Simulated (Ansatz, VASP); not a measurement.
**One calculation of Rh, two programs**

```
Rh
1.0
     0.00000    1.93004    1.93004
     1.93004    0.00000    1.93004
     1.93004    1.93004    0.00000
Rh
1
Cartesian
  0.0000 0.0000 0.0000
```

Alike in both runs: task single point; functional PBE; k mesh 18 × 18 × 18; occupations gaussian, width 0.1 eV; no spin polarisation.

```csv
,VASP,Ansatz
version,VASP 6.6.1,Ansatz 0.2.0
potentials or method,"VASP PAW PBE potentials, release 64 (Rh_pv), cutoff 500 eV","scalar-relativistic, plane waves, PAW"
valence electrons in the cell,15,17
```

```tsv
	VASP	Ansatz	Ansatz less VASP
gap on the k mesh at the Fermi level (eV)	none	none	-
pressure (GPa)	-5.6	-5.7	-0.08
```

A gap of «none» marks a metal or a gap that the smearing closes. VASP's potentials hold 15 valence electrons a cell and Ansatz's 17, so a difference there can come from the potentials and not from the codes.
